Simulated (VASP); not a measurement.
W, 1 atom in the cell. Symmetry: Im-3m, No. 229, cubic system. The conventional cell has a = 3.226 Å, b = 3.226 Å, c = 3.226 Å, α = 90.00°, β = 90.00°, γ = 90.00°. W (site symmetry m-3m) has 14 W at 2.79 to 3.23 Å within 3.7 Å. 

| Item | Value |
| --- | --- |
| Program | VASP 6.6.1 |
| Task | single point |
| Functional | PBE |
| Potentials or basis | VASP PAW PBE potentials, release 64 (W_sv) |
| Cutoff | 520 eV |
| k mesh | 22 × 22 × 22 |
| Occupations | gaussian, width 0.15 eV |
| Spin | no spin polarisation |
| Dipole correction | no |
| Further INCAR settings | ALGO = Normal; EDIFF = 1e-06; NBANDS = 13 |

Potentials or basis: VASP PAW PBE potentials, release 64 (W_sv).

Launch:

```console
$ cat potpaw_PBE.64/W_sv/POTCAR > POTCAR
$ mpirun -np 1 vasp_std > vasp.out
```

Hardware: 1 thread of Intel Xeon 6975P-C, with other jobs on the host.

**Question.** Estimate the wall time of this run.

**Answer.** Wall time 28 s on 1 thread of Intel Xeon 6975P-C (shared host), peak memory 0.19 GiB. Counts: scf iterations 11, k points 328.
